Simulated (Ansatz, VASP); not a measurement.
## One calculation of Bi, two programs

INCAR

```
PREC = Accurate
ENCUT = 520
EDIFF = 1E-6
ISMEAR = -1
SIGMA = 0.03
LREAL = F
LASPH = T
NELM = 100
ALGO = Normal
ISIF = 2
LWAVE = F
LCHARG = F
GGA = PS
NBANDS = 22
```

KPOINTS

```
Automatic mesh
0
Gamma
  10 10 10
```

POSCAR

```
Bi
1.0
    2.3184596720      1.3385633157      3.9540000000
   -2.3184596720      1.3385633157      3.9540000000
    0.0000000000     -2.6771266314      3.9540000000
Bi
2
Direct
    0.2338900000      0.2338900000      0.2338900000
    0.7661100000      0.7661100000      0.7661100000
```

Input for Ansatz:

```yaml
crystal:
  lattice:
    - [2.318459672, 1.3385633157, 3.954]
    - [-2.318459672, 1.3385633157, 3.954]
    - [0.0, -2.6771266314, 3.954]
  atoms:
    - { symbol: Bi, position: [0.23389, 0.23389, 0.23389] }
    - { symbol: Bi, position: [0.76611, 0.76611, 0.76611] }
kpoints:
  mp_grid: { grid: [10, 10, 10] }
  band_path:
    path:
      - [0.0, 0.0, 0.0]
      - [0.5, 0.5, 0.5]
      - [0.7569298343, 0.2430701657, 0.5]
      - [0.5, -0.2430701657, 0.2430701657]
      - [0.5, 0.0, 0.0]
      - [0.0, 0.0, 0.0]
      - [0.3715350829, -0.3715350829, 0.0]
      - [0.6284649171, 0.0, 0.3715350829]
      - [0.5, 0.0, 0.5]
    npoints: 5
scf:
  occupations: { method: fermi_dirac, width: 0.03 }
hamiltonian:
  xc: pbesol
  pseudopotentials: { kind: all_electron, lapw: { basis_error: 0.0005 } }
output:
  forces: true
  stress: true
  eigenvalues: true
```

Change from the starting cell: equal xx and yy strain of +2 %.

Alike in both runs: task single point; functional PBEsol; k mesh 10 × 10 × 10; occupations fermi-dirac, width 0.03 eV; no spin polarisation.

|  | VASP | Ansatz |
| --- | --- | --- |
| version | VASP 6.6.1 | Ansatz 0.2.0 |
| potentials or method | VASP PAW PBE potentials, release 64 (Bi_d), cutoff 520 eV | all-electron LAPW, scalar-relativistic |

|  | VASP | Ansatz | Ansatz less VASP |
| --- | --- | --- | --- |
| pressure (GPa) | -2.5 | -2.4 | +0.07 |
| traceless stress, the component that is largest in VASP (GPa) | 0.61 | 0.61 | -0.001 |
| rms of the force components (eV/Å) | 0.010 | 0.013 | +0.0029 |

VASP's potentials were made for PBE, not for PBEsol. Atom by atom the forces differ by 0.003 eV/Å (rms over components). Ansatz ran all-electron here, and VASP with PAW potentials.

Neither program's run includes spin-orbit coupling.
